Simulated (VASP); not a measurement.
Sn2TeO2, 10 atoms in the cell. Symmetry: P4/mbm, No. 127, tetragonal system. Conventional cell: a = 7.597 Å, b = 7.597 Å, c = 3.828 Å, α = 90.00°, β = 90.00°, γ = 90.00°. Sn (site symmetry m2m) has 6 O at 2.94 to 2.95 Å and 4 Te at 3.40 Å and 7 Sn at 3.68 to 3.98 Å within 4.0 Å. Te (site symmetry 4/m) has 4 O at 3.03 Å and 8 Sn at 3.40 Å and 2 Te at 3.83 Å within 4.0 Å. O (site symmetry m2m) has 1 O at 2.59 Å and 6 Sn at 2.94 to 2.95 Å and 2 Te at 3.03 Å within 3.4 Å. The cell was generated, and may not be a known phase.

| Quantity | Value |
| --- | --- |
| Program | VASP 6.6.1 |
| Task | relaxation of cell and atoms |
| Functional | PBE |
| Potentials or basis | VASP PAW PBE potentials, release 64 (Sn_d, Te, O) |
| Cutoff | 600 eV |
| k mesh | 2 × 2 × 4 |
| Occupations | gaussian, width 0.1 eV |
| Spin | no spin polarisation |
| Dipole correction | no |
| Further INCAR settings | ALGO = Normal; EDIFF = 1e-07; IBRION = 2; EDIFFG = -0.04; NSW = 90; ISIF = 3 |

Potentials or basis: VASP PAW PBE potentials, release 64 (Sn_d, Te, O).

Launch:

```bash
$ cat potpaw_PBE.64/Sn_d/POTCAR potpaw_PBE.64/Te/POTCAR potpaw_PBE.64/O/POTCAR > POTCAR
$ mpirun -np 1 vasp_std > vasp.out
```

Hardware: 1 thread of Intel(R) Xeon(R) Platinum 8559C (Emerald Rapids), with other jobs on the host.

Question: How long does it take, and how much memory?

Answer: It took 17 min on 1 thread of Intel(R) Xeon(R) Platinum 8559C (Emerald Rapids), on a shared host, peak memory 0.45 GiB. Counts: scf iterations 124, k points 9, ion steps 10.
